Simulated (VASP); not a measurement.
# Ni (I4/mmm) in VASP: a series of runs

The runs below take Ni through single point, with PBE.

All numbers are computed with VASP 6.6.1; they aren't measurements. Logs are shortened: lines on timing, memory, paths and dates and some standing lists are left out, and cuts for length are marked.

### Step 1. The cell of the first run

It takes space group I4/mmm (No. 139, tetragonal). Conventional cell: a = 2.476 Å, b = 2.476 Å, c = 3.589 Å, α = 90.00°, β = 90.00°, γ = 90.00°. Within 3.3 Å of Ni (site symmetry 4/mmm) lie 12 Ni at 2.48 to 2.51 Å.

### Step 2. Single point, PBE, collinear spin, ferromagnetic start (uniaxial strain along c: +2.0 %)

The input, INCAR:

```
SYSTEM = Ni
  PREC = Accurate
  ENCUT = 520
  EDIFF = 1E-6
  ISMEAR = 0
  SIGMA = 0.1
  LREAL = .FALSE.
  LASPH = .TRUE.
  NELM = 150
  ALGO = Fast
  ISIF = 2
  LWAVE = .FALSE.
  LCHARG = .TRUE.
  ISPIN = 2
  MAGMOM = 0.75 0.75
  LORBIT = 11
  LMAXMIX = 4
  GGA = PE
  LELF = .TRUE.
  LVHAR = .TRUE.
  NBANDS = 21
```

The input, KPOINTS:

```
Automatic mesh
0
G
  20 20 14
  0 0 0
```

The input, POSCAR:

```
Ni
1.0
    1.7504643457      1.7504643457      0.0000000000
   -1.7504643457      1.7504643457      0.0000000000
    0.0000000000      0.0000000000      3.5888917239
Ni
2
Direct
    0.0000000000      0.0000000000      0.0000000000
    0.5000000000      0.5000000000      0.5000000000
```

Potentials or basis: VASP PAW PBE potentials, release 64 (Ni).

Run with:

```console
$ cat potpaw_PBE.64/Ni/POTCAR > POTCAR
$ mpirun -np 1 vasp_std > vasp.out
```

OUTCAR:

```text
SYSTEM = Ni
   PREC = Accurate
   ENCUT = 520
   EDIFF = 1E-6
   ISMEAR = 0
   LREAL = .FALSE.
   LASPH = .TRUE.
   NELM = 150
   ISIF = 2
   ISPIN = 2
   LORBIT = 11
   GGA = PE

 ion  position               nearest neighbor table
   1  0.000  0.000  0.000-   2 2.51   2 2.51   2 2.51   2 2.51   2 2.51   2 2.51   2 2.51   2 2.51

   2  0.500  0.500  0.500-   1 2.51   1 2.51   1 2.51   1 2.51   1 2.51   1 2.51   1 2.51   1 2.51

  LATTYP: Found a simple tetragonal cell.
 ALAT       =     2.4755304181
 C/A-ratio  =     1.4497465665

  Lattice vectors:

 A1 = (   1.7504643457,   1.7504643457,   0.0000000000)
 A2 = (  -1.7504643457,   1.7504643457,   0.0000000000)
 A3 = (   0.0000000000,   0.0000000000,   3.5888917239)

Analysis of symmetry for initial positions (statically):
=====================================================================
 Subroutine PRICEL returns following result:

  LATTYP: Found a body centered tetragonal cell.
 ALAT       =     2.4755304181
 C/A-ratio  =     1.4497465665
[... 12 lines left out ...]
 Subroutine GETGRP returns: Found 16 space group operations
 (whereof 16 operations were pure point group operations)
 out of a pool of 16 trial point group operations.

The static configuration has the point symmetry D_4h.

Analysis of symmetry for dynamics (positions and initial velocities):
=====================================================================
 Subroutine PRICEL returns following result:

  LATTYP: Found a body centered tetragonal cell.
 ALAT       =     2.4755304181
 C/A-ratio  =     1.4497465665
[... 12 lines left out ...]
 Subroutine GETGRP returns: Found 16 space group operations
 (whereof 16 operations were pure point group operations)
 out of a pool of 16 trial point group operations.

The dynamic configuration has the point symmetry D_4h.

Analysis of structural, dynamic, and magnetic symmetry:
=====================================================================
 Subroutine PRICEL returns following result:

  LATTYP: Found a body centered tetragonal cell.
 ALAT       =     2.4755304181
 C/A-ratio  =     1.4497465665
[... 12 lines left out ...]
 Subroutine GETGRP returns: Found 16 space group operations
 (whereof 16 operations were pure point group operations)
 out of a pool of 16 trial point group operations.

The overall configuration has the point symmetry D_4h.

 Subroutine INISYM returns: Found 16 space group operations
 (whereof 16 operations are pure point group operations),
 and found     2 'primitive' translations

----------------------------------------------------------------------------------------

                                     Primitive cell

[... 112 lines left out ...]
   LORBIT       =     11    0 simple, 1 ext, 2 COOP (PROOUT), +10 PAW based schemes
   GGA     = PE    functional components
   LHFCALC =     F    Hartree Fock is set to
   AEXX    =    0.0000 exact exchange contribution
   IVDW    =     0    specifies the selected vdW correction
   LEPSILON=     F    determine dielectric tensor
   LRPA    =     F    only Hartree local field effects (RPA)
 spin polarized calculation
 RMM-DIIS sequential band-by-band and
 Gauss-broadening in eV      SIGMA  =   0.10
  energy-cutoff  :      520.00
  volume of cell :       21.99
 maximum number of plane-waves:       614
   NGX =  9   NGY =  9   NGZ = 13

 number of electron      20.0000048 magnetization       1.2672074

 Free energy of the ion-electron system (eV)
  ---------------------------------------------------
  ext. energy  EPLUGINS =         0.00000000
  ---------------------------------------------------
  free energy    TOTEN  =       -10.94489540 eV

  energy without entropy =      -10.92719604  energy(sigma->0) =      -10.93604572

 E-fermi :   9.2282     XC(G=0): -13.1927

 val. band max:        9.2263186526   @ k =   0.0500   0.0500   0.1429
 cond. band min:       9.2293196102   @ k =   0.3000   0.1500   0.2857
 fundamental gap:      0.0030009576
 Fermi energy:         9.2281633977

 spin component 1

 k-point     1 :       0.0000    0.0000    0.0000
  band No.  band energies     occupation
      1       0.2901      1.00000
      2       4.6192      1.00000
      3       5.0923      1.00000
      4       6.7144      1.00000
      5       6.8629      1.00000
      6       6.8629      1.00000
[... 565 lines left out ...]
     20      34.6302      0.00000
     21      39.0730      0.00000

 [... further k-points ...]

 spin component 2

 k-point     1 :       0.0000    0.0000    0.0000
  band No.  band energies     occupation
      1       0.2545      1.00000
      2       4.9661      1.00000
      3       5.7259      1.00000
      4       7.4783      1.00000
      5       7.6262      1.00000
      6       7.6262      1.00000
[... 565 lines left out ...]
     20      34.5967      0.00000
     21      39.1624      0.00000

 [... further k-points ...]

------------------------ aborting loop because EDIFF is reached ----------------------------------------

  FORCE on cell =-STRESS in cart. coord.  units (eV):
  Direction    XX          YY          ZZ          XY          YZ          ZX
  --------------------------------------------------------------------------------------
  -------------------------------------------------------------------------------------
  Total       -0.1084120     -0.1084120     -0.5409791      0.0000000      0.0000000     -0.0000000
  in kB       -7.8975252     -7.8975252    -39.4088844      0.0000000      0.0000000     -0.0000000
  external PRESSURE =     -18.4013116 kB  Pullay stress =       0.0000000 kB

 VOLUME and BASIS-vectors are now :
 -----------------------------------------------------------------------------
  energy-cutoff  :      520.00
  volume of cell :       21.99
      direct lattice vectors                 reciprocal lattice vectors
     1.750464346  1.750464346  0.000000000     0.285638494  0.285638494  0.000000000
    -1.750464346  1.750464346  0.000000000    -0.285638494  0.285638494  0.000000000
     0.000000000  0.000000000  3.588891724     0.000000000  0.000000000  0.278637551

 POSITION                                       TOTAL-FORCE (eV/Angst)
 -----------------------------------------------------------------------------------
      0.00000      0.00000      0.00000        -0.000000      0.000000      0.000000
      0.00000      1.75046      1.79445         0.000000     -0.000000      0.000000
 -----------------------------------------------------------------------------------
    total drift:                                0.000000     -0.000000     -0.000000

  FREE ENERGIE OF THE ION-ELECTRON SYSTEM (eV)
  ---------------------------------------------------
  free  energy   TOTEN  =       -10.9448953987 eV

  energy  without entropy=      -10.9271960380  energy(sigma->0) =      -10.93604572

 total charge

# of ion       s       p       d       tot
------------------------------------------
    1        0.493   0.489   8.309   9.291
    2        0.493   0.489   8.309   9.291
--------------------------------------------------
tot          0.986   0.977  16.619  18.582

 magnetization (x)

# of ion       s       p       d       tot
------------------------------------------
    1       -0.006  -0.025   0.678   0.646
    2       -0.006  -0.025   0.678   0.646
--------------------------------------------------
tot         -0.013  -0.050   1.355   1.293
```

Wall time 2.7 min (1 thread of Intel Xeon 6975P-C (Granite Rapids), shared host); peak memory 0.4 GiB.

What came out:

```yaml
Free_energy: -10.9449 eV
Pressure: -1.8 GPa
Net_moment: 1.27 μB per cell
Site_moments: Ni +0.65 μB
Valence_electrons_inside_the_program's_atomic_spheres: Ni 9.29
```

Stress tensor (GPa, compression positive):
```
-0.79  0.00  0.00
 0.00 -0.79  0.00
 0.00  0.00 -3.94
```

Levels at points of the mesh, in eV from the Fermi level:
Spin up:
| k point | band 7 | band 8 | band 9 | band 10 | band 11 | band 12 | band 13 | band 14 | band 15 | band 16 |
| --- | --- | --- | --- | --- | --- | --- | --- | --- | --- | --- |
| (0.00, 0.00, 0.00) | -1.34 | -1.17 | -0.55 | -0.50 | -0.50 | 2.06 | 8.68 | 15.14 | 15.14 | 19.94 |
| (0.50, 0.00, 0.00) | -1.65 | -1.65 | -1.36 | -1.36 | 1.02 | 1.02 | 11.18 | 11.18 | 12.48 | 12.48 |
| (0.50, 0.50, 0.00) | -0.54 | -0.54 | -0.44 | -0.44 | 2.63 | 2.63 | 9.34 | 9.34 | 14.52 | 14.52 |
| (0.00, 0.00, 0.50) | -1.56 | -1.56 | -1.56 | -1.56 | -0.86 | -0.86 | 19.38 | 19.38 | 19.38 | 19.38 |
| (0.50, 0.00, 0.50) | -0.64 | -0.64 | -0.59 | -0.59 | -0.27 | -0.27 | 5.58 | 5.58 | 22.01 | 22.01 |
| (0.50, 0.50, 0.50) | -1.33 | -1.33 | -0.43 | -0.43 | 7.69 | 7.69 | 7.69 | 7.69 | 10.04 | 10.04 |
Spin down:
| k point | band 6 | band 7 | band 8 | band 9 | band 10 | band 11 | band 12 | band 13 | band 14 | band 15 |
| --- | --- | --- | --- | --- | --- | --- | --- | --- | --- | --- |
| (0.00, 0.00, 0.00) | -1.60 | -0.75 | -0.59 | 0.07 | 0.37 | 0.37 | 2.02 | 8.94 | 15.14 | 15.14 |
| (0.50, 0.00, 0.00) | -2.20 | -1.10 | -1.10 | -0.54 | -0.54 | 1.59 | 1.59 | 11.37 | 11.37 | 12.60 |
| (0.50, 0.50, 0.00) | 0.05 | 0.33 | 0.33 | 0.45 | 0.45 | 2.59 | 2.59 | 9.58 | 9.58 | 14.52 |
| (0.00, 0.00, 0.50) | -1.44 | -0.76 | -0.76 | -0.76 | -0.76 | -0.26 | -0.26 | 19.41 | 19.41 | 19.45 |
| (0.50, 0.00, 0.50) | -1.69 | -0.34 | -0.34 | 0.12 | 0.12 | 0.18 | 0.18 | 6.01 | 6.01 | 21.87 |
| (0.50, 0.50, 0.50) | -2.40 | -0.77 | -0.77 | 0.45 | 0.45 | 7.86 | 7.86 | 7.86 | 7.86 | 10.19 |

Caveat: the cell differs from its parent crystal (uniaxial strain along c: +2.0 %).

(Part 1 of 2 ends here.)
